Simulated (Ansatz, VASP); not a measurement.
Ge: VASP beside Ansatz

INCAR

```
PREC = Accurate ; ENCUT = 500
EDIFF = 1E-6 ; ISMEAR = -1
SIGMA = 0.05 ; LREAL = False
LASPH = True ; NELM = 120
ALGO = Normal ; ISIF = 2
LWAVE = False ; LCHARG = True
GGA = PS ; LELF = True
LVHAR = True ; NBANDS = 21
GGA_COMPAT = False
```

KPOINTS

```
Automatic mesh
0
Gamma
  9 9 9
```

File POSCAR:

```
Ge
1.0
   -2.4693893700      2.6259040200      1.4369470000
    2.4693893700     -2.6259040200      1.4369470000
    2.5224066300      2.6758219800     -1.4369470000
Ge
2
Direct
    0.3140570000      0.0640570000      0.2500000000
    0.6859430000      0.9359430000      0.7500000000
```

input.yaml

```yaml
crystal:
  lattice:
    - [-2.46938937, 2.62590402, 1.436947]
    - [2.46938937, -2.62590402, 1.436947]
    - [2.52240663, 2.67582198, -1.436947]
  atoms:
    - { symbol: Ge, position: [0.314057, 0.064057, 0.25] }
    - { symbol: Ge, position: [0.685943, 0.935943, 0.75] }
hamiltonian:
  xc: pbesol
  pseudopotentials: { kind: paw }
kpoints:
  mp_grid: { grid: [9, 9, 9] }
  band_path:
    path:
      - [[0.5, -0.5, 0.0], [0.0, 0.0, 0.0], [0.0, 0.0, 0.5]]
      - [[0.5, -0.5, 0.5], [0.0, 0.0, 0.0], [-0.5, 0.0, 0.0]]
      - [[0.0, -0.5, 0.0], [0.0, 0.0, 0.0], [-0.5, 0.0, 0.5]]
      - [[0.0, -0.5, 0.5], [0.0, 0.0, 0.0]]
    npoints: 14
scf:
  occupations: { method: fermi_dirac, width: 0.05 }
  n_extra_bands: 6
output:
  forces: true
  stress: true
  eigenvalues: true
  fatbands: false
```

Alike in both runs: functional PBEsol; k mesh 9 × 9 × 9; occupations fermi-dirac, width 0.05 eV; no spin polarisation.

```csv
,VASP,Ansatz
version,VASP 6.6.1,Ansatz 0.2.0
potentials or method,"VASP PAW PBE potentials, release 64 (Ge_d)",Ansatz PAW
plane-wave cutoff (eV),500,420
valence electrons in the cell,28,28
task,single point,band structure
```

```tsv
	VASP	Ansatz	Ansatz less VASP
gap on the k mesh at the Fermi level (eV)	none	none	-
pressure (GPa)	-2.6	-2.4	+0.16
traceless stress, the component that is largest in VASP (GPa)	-0.67	-0.67	+0.003
rms of the force components (eV/Å)	0.023	0.022	-0.0005
```

VASP's potentials were made for PBE, not for PBEsol. Atom by atom the forces differ by 0.001 eV/Å (rms over components). A gap of «none» marks a metal or a gap that the smearing closes.
